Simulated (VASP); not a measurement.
Here is a VASP 6.6.1 calculation.

INCAR

```
SYSTEM = KNiF3
PREC = Accurate ; ENCUT = 520
EDIFF = 1E-6 ; ISMEAR = 0
SIGMA = 0.02 ; LREAL = .False.
LASPH = .True. ; NELM = 150
ALGO = Normal ; ISIF = 2
LWAVE = .False. ; LCHARG = .True.
ISPIN = 2 ; MAGMOM = 0 1.84 0 0 0
LORBIT = 11 ; LMAXMIX = 4
GGA = PS ; LELF = .True.
LVHAR = .True. ; NBANDS = 32
```

KPOINTS

```
Automatic mesh
0
Gamma
  10 10 10
  0 0 0
```

File POSCAR:

```
KNiF3
1.0
    4.1298373019      0.0000000000      0.0000000000
    0.0000000000      4.1298373019      0.0000000000
    0.0000000000      0.0000000000      4.1298373019
K Ni F
1 1 3
Direct
    0.0000000000      0.0000000000      0.0000000000
    0.5000000000      0.5000000000      0.5000000000
    0.5000000000      0.5000000000      0.0000000000
    0.0000000000      0.5000000000      0.5000000000
    0.5000000000      0.0000000000      0.5000000000
```

Potentials or basis: VASP PAW PBE potentials, release 64 (K_sv, Ni, F).

Run with:

```sh
$ cat potpaw_PBE.64/K_sv/POTCAR potpaw_PBE.64/Ni/POTCAR potpaw_PBE.64/F/POTCAR > POTCAR
$ mpirun -np 1 vasp_std > vasp.out
```

**Question.** What does it give for the pressure?

**Answer.** -6.6 GPa.

**Question.** What does it give for the net moment?

**Answer.** 2.00 μB per cell.

Caveat: the PAW data sets were made with another functional, which shifts forces and pressure a little; a cell with one magnetic atom can't hold antiferromagnetic order, which such compounds often take.
